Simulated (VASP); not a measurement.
# ZnO (P6_3mc) in VASP: notebook

The runs below take ZnO through single point, with LDA.

Everything below comes from runs of VASP 6.6.1. Logs are shortened: lines on timing, memory, paths and dates and some standing lists are left out, and cuts for length are marked.

### Step 1. The cell of the first run

It takes space group P6_3mc (No. 186, hexagonal). Conventional cell: a = 3.260 Å, b = 3.260 Å, c = 5.221 Å, α = 90.00°, β = 90.00°, γ = 120.00°. Zn (site symmetry 3m) has 4 O at 1.98 to 1.99 Å within 2.6 Å. O (site symmetry 3m) has 4 Zn at 1.98 to 1.99 Å within 2.6 Å.

### Step 2. Single point, LDA (12.01 Å³/atom)

Input file INCAR:

```
  ALGO = Normal
  EDIFF = 1E-7
  ENCUT = 520
  GGA = CA
  ISIF = 2
  ISMEAR = -1
  LASPH = T
  LCHARG = T
  LELF = T
  LREAL = F
  LVHAR = T
  LWAVE = F
  NBANDS = 26
  NELM = 100
  PREC = Accurate
  SIGMA = 0.02
```

Input file KPOINTS:

```
k-points
0
Gamma
  11 11 6
```

Input file POSCAR:

```
ZnO
1.0
    3.2601941478      0.0000000000      0.0000000000
   -1.6300970738      2.8234109532      0.0000000000
    0.0000000000      0.0000000000      5.2210884991
Zn O
2 2
Direct
    0.3333333333      0.6666666667      0.0000000000
    0.6666666667      0.3333333333      0.5000000000
    0.3333333333      0.6666666667      0.3821000000
    0.6666666667      0.3333333333      0.8821000000
```

Potentials or basis: VASP PAW LDA potentials, release 64 (Zn, O).

Command:

```
$ cat potpaw_LDA.64/Zn/POTCAR potpaw_LDA.64/O/POTCAR > POTCAR
$ mpirun -np 1 vasp_std > vasp.out
```

OUTCAR:

```text
EDIFF = 1E-7
   ENCUT = 520
   GGA = CA
   ISIF = 2
   ISMEAR = -1
   LASPH = T
   LREAL = F
   NELM = 100
   PREC = Accurate

 ion  position               nearest neighbor table
   1  0.333  0.667  0.000-   4 1.98   4 1.98   4 1.98   3 1.99
   2  0.667  0.333  0.500-   3 1.98   3 1.98   3 1.98   4 1.99
   3  0.333  0.667  0.382-   2 1.98   2 1.98   2 1.98   1 1.99
   4  0.667  0.333  0.882-   1 1.98   1 1.98   1 1.98   2 1.99

  LATTYP: Found a hexagonal cell.
 ALAT       =     3.2601941478
 C/A-ratio  =     1.6014655148

  Lattice vectors:

 A1 = (   3.2601941478,   0.0000000000,   0.0000000000)
 A2 = (  -1.6300970738,   2.8234109532,   0.0000000000)
 A3 = (   0.0000000000,   0.0000000000,   5.2210884991)

Analysis of symmetry for initial positions (statically):
=====================================================================
 Subroutine PRICEL returns:
 Original cell was already a primitive cell.

 Routine SETGRP: Setting up the symmetry group for a
 hexagonal supercell.

 Subroutine GETGRP returns: Found 12 space group operations
 (whereof  6 operations were pure point group operations)
 out of a pool of 24 trial point group operations.

The static configuration has the point symmetry C_3v.
 The point group associated with its full space group is C_6v.

Analysis of symmetry for dynamics (positions and initial velocities):
=====================================================================
 Subroutine PRICEL returns:
 Original cell was already a primitive cell.

 Routine SETGRP: Setting up the symmetry group for a
 hexagonal supercell.

 Subroutine GETGRP returns: Found 12 space group operations
 (whereof  6 operations were pure point group operations)
 out of a pool of 24 trial point group operations.

The dynamic configuration has the point symmetry C_3v.
 The point group associated with its full space group is C_6v.

 Subroutine INISYM returns: Found 12 space group operations
 (whereof  6 operations are pure point group operations),
 and found     1 'primitive' translations

----------------------------------------------------------------------------------------

                                     Primitive cell

  volume of cell :      48.0594

  direct lattice vectors                    reciprocal lattice vectors
     3.260194148  0.000000000  0.000000000     0.306730199  0.177090763  0.000000000
    -1.630097074  2.823410953  0.000000000     0.000000000  0.354181526  0.000000000
     0.000000000  0.000000000  5.221088499     0.000000000  0.000000000  0.191530942

  length of vectors
     3.260194148  3.260194148  5.221088499     0.354181526  0.354181526  0.191530942

  position of ions in fractional coordinates (direct lattice)
     0.333333333  0.666666667  0.000000000
     0.666666667  0.333333333  0.500000000
     0.333333333  0.666666667  0.382100000
     0.666666667  0.333333333  0.882100000

  ion indices of the primitive-cell ions
   primitive index   ion index
                 1           1
                 2           2
                 3           3
                 4           4

----------------------------------------------------------------------------------------

 KPOINTS: k-points

Automatic generation of k-mesh.
 Grid dimensions read from file:
 generate k-points for:   11   11    6

 Generating k-lattice:

  Cartesian coordinates                     Fractional coordinates (reciprocal lattice)
     0.027884564  0.016099160  0.000000000     0.090909091  0.000000000  0.000000000
     0.000000000  0.032198321  0.000000000     0.000000000  0.090909091  0.000000000
     0.000000000  0.000000000  0.031921824     0.000000000  0.000000000  0.166666667

  Length of vectors
     0.032198321  0.032198321  0.031921824

  Shift w.r.t. Gamma in fractional coordinates (k-lattice)
     0.000000000  0.000000000  0.000000000

 Subroutine IBZKPT returns following result:
 ===========================================

 Found     64 irreducible k-points:

 Following reciprocal coordinates:
            Coordinates               Weight
  0.000000  0.000000  0.000000      1.000000
  0.090909  0.000000  0.000000      6.000000
  0.181818  0.000000  0.000000      6.000000
  0.272727  0.000000  0.000000      6.000000
  0.363636  0.000000  0.000000      6.000000
  0.454545 -0.000000  0.000000      6.000000
[... 16 lines left out ...]
  0.090909  0.090909  0.166667     12.000000
  0.181818  0.090909  0.166667     24.000000
 [... further k-points ...]
   k-points           NKPTS =     64   k-points in BZ     NKDIM =     64   number of bands    NBANDS=     26
   number of dos      NEDOS =    301   number of ions     NIONS =      4
   total plane-waves  NPLWV =  23040
   dimension x,y,z NGX =    24 NGY =   24 NGZ =   40
   dimension x,y,z NGXF=    48 NGYF=   48 NGZF=   80
   ions per type =               2   2
   NGX,Y,Z   is equivalent  to a cutoff of  12.24, 12.24, 12.74 a.u.
   NGXF,Y,Z  is equivalent  to a cutoff of  24.48, 24.48, 25.47 a.u.
 SYSTEM =  unknown system
   PREC   = accura    normal or accurate (medium, high low for compatibility)
   ISTART =      0    job   : 0-new  1-cont  2-samecut
   ICHARG =      2    charge: 1-file 2-atom 10-const
   ISPIN  =      1    spin polarized calculation?
   LNONCOLLINEAR =      F non collinear calculations
   LSORBIT =      F    spin-orbit coupling
   LASPH  =      T    aspherical Exc in radial PAW
   ENCUT  =  520.0 eV  38.22 Ry    6.18 a.u.   6.06  6.06  9.71*2*pi/ulx,y,z
   NELM   =    100;   NELMIN=  2; NELMDL= -5     # of ELM steps
   EDIFF  = 0.1E-06   stopping-criterion for ELM
   LREAL  =      F    real-space projection
   EDIFFG = 0.1E-05   stopping-criterion for IOM
   NSW    =      0    number of steps for IOM
   IBRION =     -1    ionic relax: 0-MD 1-quasi-New 2-CG
   NFREE  =      0    steps in history (QN), initial steepest desc. (CG)
   ISIF   =      2    stress and relaxation
   ISYM   =      2    0-nonsym 1-usesym 2-fastsym
   POTIM  = 0.5000    time-step for ionic-motion
   TEBEG  =    0.0;   TEEND  =   0.0 temperature during run
   PSTRESS=    0.0 pullay stress
   NELECT =      36.0000    total number of electrons
   NUPDOWN=      -1.0000    fix difference up-down
   EMIN   =  10.00;   EMAX   =-10.00  energy-range for DOS
   EFERMI =   0.00;   METHOD = LEGACY
   ISMEAR =    -1;   SIGMA  =   0.02  broadening in eV -4-tet -1-fermi 0-gaus
   EFERMI_NEDOS =   21; number of points for ismear=-14 and -15
   IALGO  =     38    algorithm
   IMIX   =      4    mixing-type and parameters
     AMIX     =   0.40;   BMIX     =  1.00
     AMIX_MAG =   1.60;   BMIX_MAG =  1.00
  volume/ion in A,a.u.               =      12.01        81.08
  Fermi-wavevector in a.u.,A,eV,Ry     =   1.486789  2.809625 30.076260  2.210543
  Thomas-Fermi vector in A             =   2.600032
   LORBIT       =      0    0 simple, 1 ext, 2 COOP (PROOUT), +10 PAW based schemes
   GGA     = CA    functional components
   LHFCALC =     F    Hartree Fock is set to
   AEXX    =    0.0000 exact exchange contribution
   IVDW    =     0    specifies the selected vdW correction
   LEPSILON=     F    determine dielectric tensor
   LRPA    =     F    only Hartree local field effects (RPA)
 non-spin polarized calculation
  energy-cutoff  :      520.00
  volume of cell :       48.06
 maximum number of plane-waves:      1312
   NGX = 13   NGY = 13   NGZ = 19

 number of electron      36.0000020 magnetization

 Free energy of the ion-electron system (eV)
  ---------------------------------------------------
  ext. energy  EPLUGINS =         0.00000000
  ---------------------------------------------------
  free energy    TOTEN  =       -21.10326634 eV

  energy without entropy =      -21.10326634  energy(sigma->0) =      -21.10326634

 E-fermi :   1.1682     XC(G=0): -11.4125

 val. band max:        0.7902412771   @ k =   0.0000   0.0000   0.0000
 cond. band min:       1.5170082152   @ k =   0.0000   0.0000   0.0000
 fundamental gap:      0.7267669381
 Fermi energy:         1.1681705183

 k-point     1 :       0.0000    0.0000    0.0000
  band No.  band energies     occupation
      1     -16.9338      2.00000
      2     -16.1746      2.00000
      3      -4.9463      2.00000
      4      -4.9463      2.00000
      5      -4.8626      2.00000
      6      -4.8133      2.00000
[... 18 lines left out ...]
     25      14.6315      0.00000
     26      14.6315      0.00000

 k-point     2 :       0.0909    0.0000    0.0000
  band No.  band energies     occupation
      1     -16.8868      2.00000
      2     -16.1539      2.00000
      3      -4.9972      2.00000
      4      -4.9190      2.00000
      5      -4.8353      2.00000
      6      -4.7798      2.00000
[... 18 lines left out ...]
     25      14.7334      0.00000
     26      14.7447      0.00000

 k-point     3 :       0.1818    0.0000    0.0000
  band No.  band energies     occupation
      1     -16.7556      2.00000
      2     -16.1000      2.00000
      3      -5.1110      2.00000
      4      -4.8490      2.00000
      5      -4.8267      2.00000
      6      -4.7338      2.00000
[... 18 lines left out ...]
     25      14.4704      0.00000
     26      14.8476      0.00000

 k-point     4 :       0.2727    0.0000    0.0000
  band No.  band energies     occupation
      1     -16.5705      2.00000
      2     -16.0364      2.00000
      3      -5.2117      2.00000
      4      -4.8610      2.00000
      5      -4.7682      2.00000
      6      -4.6146      2.00000
[... 18 lines left out ...]
     25      13.9322      0.00000
     26      14.6852      0.00000

 k-point     5 :       0.3636    0.0000    0.0000
  band No.  band energies     occupation
      1     -16.3786      2.00000
      2     -15.9933      2.00000
      3      -5.2328      2.00000
      4      -4.9014      2.00000
      5      -4.7097      2.00000
      6      -4.4642      2.00000
[... 18 lines left out ...]
     25      13.9526      0.00000
     26      14.6288      0.00000

 k-point     6 :       0.4545   -0.0000    0.0000
  band No.  band energies     occupation
      1     -16.2423      2.00000
      2     -15.9866      2.00000
      3      -5.1750      2.00000
      4      -4.9515      2.00000
      5      -4.6833      2.00000
      6      -4.3274      2.00000
[... 427 lines left out ...]
 k-point    21 :       0.3636    0.0000    0.1667
  band No.  band energies     occupation
      1     -16.3513      2.00000
      2     -16.0173      2.00000
      3      -5.2676      2.00000
      4      -4.9997      2.00000
      5      -4.6884      2.00000
      6      -4.4972      2.00000
[... 18 lines left out ...]
     25      13.9743      0.00000
     26      14.5632      0.00000

 k-point    22 :       0.4545   -0.0000    0.1667
  band No.  band energies     occupation
      1     -16.2229      2.00000
      2     -16.0011      2.00000
      3      -5.2207      2.00000
      4      -5.0502      2.00000
      5      -4.6575      2.00000
      6      -4.3675      2.00000
[... 18 lines left out ...]
     25      13.8812      0.00000
     26      14.6562      0.00000

 k-point    23 :       0.0909    0.0909    0.1667
  band No.  band energies     occupation
      1     -16.7536      2.00000
      2     -16.1636      2.00000
      3      -5.0888      2.00000
      4      -4.9532      2.00000
      5      -4.8380      2.00000
      6      -4.8120      2.00000
[... 18 lines left out ...]
     25      13.6630      0.00000
     26      14.7717      0.00000

 k-point    24 :       0.1818    0.0909    0.1667
  band No.  band energies     occupation
      1     -16.6006      2.00000
      2     -16.0969      2.00000
      3      -5.1779      2.00000
      4      -4.9598      2.00000
      5      -4.7860      2.00000
      6      -4.7165      2.00000
[... 18 lines left out ...]
     25      13.5795      0.00000
     26      15.0664      0.00000

 [... further k-points ...]

------------------------ aborting loop because EDIFF is reached ----------------------------------------

  FORCE on cell =-STRESS in cart. coord.  units (eV):
  Direction    XX          YY          ZZ          XY          YZ          ZX
  --------------------------------------------------------------------------------------
  -------------------------------------------------------------------------------------
  Total       -2.2635950     -2.2635950     -2.0677189     -0.0000000      0.0000000      0.0000000
  in kB      -75.4624144    -75.4624144    -68.9324117     -0.0000000      0.0000000      0.0000000
  external PRESSURE =     -73.2857468 kB  Pullay stress =       0.0000000 kB

 VOLUME and BASIS-vectors are now :
 -----------------------------------------------------------------------------
  energy-cutoff  :      520.00
  volume of cell :       48.06
      direct lattice vectors                 reciprocal lattice vectors
     3.260194148  0.000000000  0.000000000     0.306730199  0.177090763  0.000000000
    -1.630097074  2.823410953  0.000000000     0.000000000  0.354181526  0.000000000
     0.000000000  0.000000000  5.221088499     0.000000000  0.000000000  0.191530942

 POSITION                                       TOTAL-FORCE (eV/Angst)
 -----------------------------------------------------------------------------------
     -0.00000      1.88227      0.00000         0.000000      0.000000      0.040538
      1.63010      0.94114      2.61054        -0.000000      0.000000      0.040538
     -0.00000      1.88227      1.99498         0.000000      0.000000     -0.040538
      1.63010      0.94114      4.60552        -0.000000     -0.000000     -0.040538
 -----------------------------------------------------------------------------------
    total drift:                               -0.000001     -0.000001     -0.000238

  FREE ENERGIE OF THE ION-ELECTRON SYSTEM (eV)
  ---------------------------------------------------
  free  energy   TOTEN  =       -21.1032663433 eV

  energy  without entropy=      -21.1032663432  energy(sigma->0) =      -21.10326634
```

Run time: 36 s. Hardware: 1 thread of AMD EPYC 9R45 (Zen 5), shared host; peak memory 0.16 GiB.

Results:

```
Free energy            : -21.1033 eV
Pressure               : -7.3 GPa
Largest force          : 0.041 eV/Å
Band gap on the k mesh : 0.73 eV
```

Forces in eV/Å, atoms in the order of the input:
```
Zn   0.000  0.000  0.041
Zn   0.000  0.000  0.041
O    0.000  0.000 -0.041
O    0.000  0.000 -0.041
```

Caveat: the cell stands under tension.

[end of part 1 of 2]
